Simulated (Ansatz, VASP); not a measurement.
**One calculation of GaSb, two programs**

File INCAR:

```
PREC = Accurate
ENCUT = 520
EDIFF = 1E-7
ISMEAR = 0
SIGMA = 0.1
LREAL = F
LASPH = T
NELM = 80
ALGO = Normal
ISIF = 2
LWAVE = F
LCHARG = T
GGA = PE
LELF = T
LVHAR = T
NBANDS = 16
```

The input KPOINTS:

```
Automatic mesh
0
Gamma
  12 12 12
```

The input POSCAR:

```
GaSb
1.0
    0.0000000000      2.9773122442      2.9773122442
    2.9773122442      0.0000000000      2.9773122442
    2.9773122442      2.9773122442      0.0000000000
Ga Sb
1 1
Direct
    0.0000000000      0.0000000000      0.0000000000
    0.2500000000      0.2500000000      0.2500000000
```

Input for Ansatz:

```yaml
crystal:
  lattice:
    - [0.0, 2.977312244, 2.977312244]
    - [2.977312244, 0.0, 2.977312244]
    - [2.977312244, 2.977312244, 0.0]
  atoms:
    - { symbol: Ga, position: [0.0, 0.0, 0.0] }
    - { symbol: Sb, position: [0.25, 0.25, 0.25] }
basis:
  ecutwfc: 420
kpoints:
  mp_grid: { grid: [12, 12, 12] }
hamiltonian:
  xc: pbe
scf:
  occupations: { method: gaussian, width: 0.1 }
output:
  forces: true
  stress: true
  eigenvalues: true
```

Alike in both runs: task single point; functional PBE; k mesh 12 × 12 × 12; occupations gaussian, width 0.1 eV; no spin polarisation.

|  | VASP | Ansatz |
| --- | --- | --- |
| version | VASP 6.6.1 | Ansatz 0.2.0 |
| potentials or method | VASP PAW PBE potentials, release 64 (Ga_d, Sb), cutoff 520 eV | scalar-relativistic, plane waves, PAW |
| valence electrons in the cell | 18 | 28 |

|  | VASP | Ansatz | Ansatz less VASP |
| --- | --- | --- | --- |
| gap on the k mesh at the Fermi level (eV) | 0.58 | 0.58 | +0.005 |
| least direct gap on the mesh (eV) | 0.63 | 0.63 | -0.005 |
| pressure (GPa) | 7.9 | 7.8 | -0.11 |

With one functional, cell and mesh, what is left measures potentials, basis and numerics. VASP's potentials hold 18 valence electrons a cell and Ansatz's 28, so a difference there can come from the potentials and not from the codes.

Neither program's run includes spin-orbit coupling.
